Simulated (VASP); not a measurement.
# LiBr (Fm-3m) in VASP: a series of runs, part 2 of 2

VASP 6.6.1. Earlier steps stand in the parts before.

## (3) Relaxation of cell and atoms, PBEsol

This run uses another cell than the first one, of 20.18 Å³/atom, 1.019 times its volume.

The input, INCAR:

```
SYSTEM = LiBr
PREC = Accurate
ENCUT = 750
EDIFF = 1E-7
ISMEAR = 0
SIGMA = 0.02
LREAL = .FALSE.
LASPH = .TRUE.
NELM = 120
ALGO = Normal
ISIF = 3
LWAVE = .FALSE.
LCHARG = .FALSE.
GGA = PS
IBRION = 2
NSW = 100
EDIFFG = -0.005
GGA_COMPAT = .FALSE.
NELMIN = 4
```

The input, KPOINTS:

```
Automatic mesh
0
G
  8 8 8
  0 0 0
```

The input, POSCAR:

```
LiBr
1.0
    0.0000000000      2.7226905798      2.7226905798
    2.7226905798      0.0000000000      2.7226905798
    2.7226905798      2.7226905798      0.0000000000
Li Br
1 1
Direct
    0.0000000000      0.0000000000      0.0000000000
    0.5000000000      0.5000000000      0.5000000000
```

Potentials or basis: VASP PAW PBE potentials, release 64 (Li_sv, Br).

On the command line:

```bash
> cat potpaw_PBE.64/Li_sv/POTCAR potpaw_PBE.64/Br/POTCAR > POTCAR
> mpirun -np 1 vasp_std > vasp.out
```

OUTCAR:

```text
SYSTEM = LiBr
   PREC = Accurate
   ENCUT = 750
   EDIFF = 1E-7
   ISMEAR = 0
   LREAL = .FALSE.
   LASPH = .TRUE.
   NELM = 120
   ISIF = 3
   GGA = PS
   IBRION = 2
   NSW = 100
   EDIFFG = -0.005
   NELMIN = 4

 ion  position               nearest neighbor table
   1  0.000  0.000  0.000-
   2  0.500  0.500  0.500-

  LATTYP: Found a face centered cubic cell.
 ALAT       =     5.4453811596

  Lattice vectors:

 A1 = (   0.0000000000,   2.7226905798,   2.7226905798)
 A2 = (   2.7226905798,   0.0000000000,   2.7226905798)
 A3 = (   2.7226905798,   2.7226905798,   0.0000000000)

Analysis of symmetry for initial positions (statically):
=====================================================================
 Subroutine PRICEL returns:
 Original cell was already a primitive cell.

 Routine SETGRP: Setting up the symmetry group for a
 face centered cubic supercell.

 Subroutine GETGRP returns: Found 48 space group operations
 (whereof 48 operations were pure point group operations)
 out of a pool of 48 trial point group operations.

The static configuration has the point symmetry O_h .

Analysis of symmetry for dynamics (positions and initial velocities):
=====================================================================
 Subroutine PRICEL returns:
 Original cell was already a primitive cell.

 Routine SETGRP: Setting up the symmetry group for a
 face centered cubic supercell.

 Subroutine GETGRP returns: Found 48 space group operations
 (whereof 48 operations were pure point group operations)
 out of a pool of 48 trial point group operations.

The dynamic configuration has the point symmetry O_h .

 Subroutine INISYM returns: Found 48 space group operations
[... 122 lines left out ...]
   GGA     = PS    functional components
   LHFCALC =     F    Hartree Fock is set to
   AEXX    =    0.0000 exact exchange contribution
   IVDW    =     0    specifies the selected vdW correction
   LEPSILON=     F    determine dielectric tensor
   LRPA    =     F    only Hartree local field effects (RPA)
 conjugate gradient relaxation of ions
 non-spin polarized calculation
 Gauss-broadening in eV      SIGMA  =   0.02
  energy-cutoff  :      750.00
  volume of cell :       40.37
 maximum number of plane-waves:      1895
 NGX is ok and might be reduce to    36
   NGX = 17   NGY = 17   NGZ = 17

--------------------------------------- Ionic step        1  -------------------------------------------

 number of electron      10.0000001 magnetization

 Free energy of the ion-electron system (eV)
  ---------------------------------------------------
  ext. energy  EPLUGINS =         0.00000000
  ---------------------------------------------------
  free energy    TOTEN  =        -6.93404215 eV

  energy without entropy =       -6.93404215  energy(sigma->0) =       -6.93404215

------------------------ aborting loop because EDIFF is reached ----------------------------------------

  FORCE on cell =-STRESS in cart. coord.  units (eV):
  Direction    XX          YY          ZZ          XY          YZ          ZX
  --------------------------------------------------------------------------------------
  -------------------------------------------------------------------------------------
  Total       -0.1400209     -0.1400209     -0.1400209      0.0000000      0.0000000      0.0000000
  in kB       -5.5574877     -5.5574877     -5.5574877      0.0000000      0.0000000      0.0000000
  external PRESSURE =      -5.5574877 kB  Pullay stress =       0.0000000 kB
[... 59 lines left out ...]
--------------------------------------- Ionic step        3  -------------------------------------------

 number of electron      10.0000001 magnetization

 Free energy of the ion-electron system (eV)
  ---------------------------------------------------
  ext. energy  EPLUGINS =         0.00000000
  ---------------------------------------------------
  free energy    TOTEN  =        -6.93544351 eV

  energy without entropy =       -6.93544351  energy(sigma->0) =       -6.93544351

 E-fermi :   0.8523     XC(G=0):  -8.7984

 val. band max:        0.5994954130   @ k =   0.0000   0.0000   0.0000
 cond. band min:       5.5915118949   @ k =   0.0000   0.0000   0.0000
 fundamental gap:      4.9920164819
 Fermi energy:         0.8522965745

 k-point     1 :       0.0000    0.0000    0.0000
  band No.  band energies     occupation
      1     -43.0019      2.00000
      2     -13.0395      2.00000
      3       0.5995      2.00000
      4       0.5995      2.00000
      5       0.5995      2.00000
      6       5.5915      0.00000
      7      11.0240      0.00000
      8      11.0240      0.00000
      9      11.0240      0.00000
[... 265 lines left out ...]
 k-point    24 :      -0.3750    0.2500    0.1250
  band No.  band energies     occupation
      1     -43.0001      2.00000
      2     -12.3919      2.00000
      3      -2.2532      2.00000
      4      -0.8971      2.00000
      5      -0.0781      2.00000
      6       7.5944      0.00000
      7       8.4655      0.00000
      8       9.8453      0.00000
      9      11.4615      0.00000

 [... further k-points ...]
[... 5 lines left out ...]
  --------------------------------------------------------------------------------------
  -------------------------------------------------------------------------------------
  Total        0.0018537      0.0018537      0.0018537      0.0000000     -0.0000000     -0.0000000
  in kB        0.0750721      0.0750721      0.0750721      0.0000000     -0.0000000     -0.0000000
  external PRESSURE =       0.0750721 kB  Pullay stress =       0.0000000 kB
[... 17 lines left out ...]
  FREE ENERGIE OF THE ION-ELECTRON SYSTEM (eV)
  ---------------------------------------------------
  free  energy   TOTEN  =        -6.9354435066 eV

  energy  without entropy=       -6.9354435066  energy(sigma->0) =       -6.93544351

 reached required accuracy - stopping structural energy minimisation
```

CONTCAR:

```text
LiBr
   1.00000000000000
     0.0000000000000000    2.7044653533868677    2.7044653533868677
     2.7044653533868677   -0.0000000000000000    2.7044653533868677
     2.7044653533868677    2.7044653533868677    0.0000000000000000
  Li              Br
     1     1
Direct
     0.0000000000000000    0.0000000000000000    0.0000000000000000
     0.5000000000000000    0.5000000000000000    0.5000000000000000

  0.00000000E+00  0.00000000E+00  0.00000000E+00
  0.00000000E+00  0.00000000E+00  0.00000000E+00
```

Run time: 92 s. Hardware: 1 thread of AMD EPYC 7R13, shared host; peak memory 0.18 GiB.

Results:

- Free energy: -6.9354 eV
- Relaxed volume: 19.78 Å³/atom
- Relaxed cell: a = 3.825 Å, b = 3.825 Å, c = 3.825 Å, α = 60.00°, β = 60.00°, γ = 60.00°
- Space group after relaxing (to 0.05 Å): Fm-3m (No. 225)
- Energy gained by relaxing: 0.7 meV/atom
- Ionic steps: 3
- Pressure after relaxing: 0.0 GPa
- Band gap on the k mesh: 4.99 eV, direct

Step by step:
```tsv
step	energy change (eV)	largest force (eV/Å)	pressure (GPa)	volume (Å³)
1	0.0000	0.0000	-0.56	40.37
2	-0.0011	0.0000	-0.28	39.96
3	-0.0014	0.0000	0.01	39.56
```

Final structure:
```
Li Br
1.0
     0.00000    2.70447    2.70447
     2.70447    0.00000    2.70447
     2.70447    2.70447    0.00000
Li Br
1 1
Cartesian
  0.0000 0.0000 0.0000
  2.7045 2.7045 2.7045
```

Levels at points of the mesh, in eV from the valence-band top:
| k point | band 1 | band 2 | band 3 | band 4 | band 5 | band 6 | band 7 | band 8 | band 9 |
| --- | --- | --- | --- | --- | --- | --- | --- | --- | --- |
| (0.00, 0.00, 0.00) | -43.60 | -13.64 | 0.00 | 0.00 | 0.00 | 4.99 | 10.42 | 10.42 | 10.42 |
| (0.50, 0.00, 0.00) | -43.60 | -13.10 | -3.15 | -0.29 | -0.29 | 5.48 | 8.03 | 8.03 | 12.17 |
| (0.50, 0.50, 0.00) | -43.60 | -12.87 | -3.17 | -1.26 | -1.26 | 6.23 | 6.85 | 11.91 | 12.69 |

Caveat: the PAW data sets were made with another functional, which shifts forces and pressure a little. A k mesh can miss the band edges.
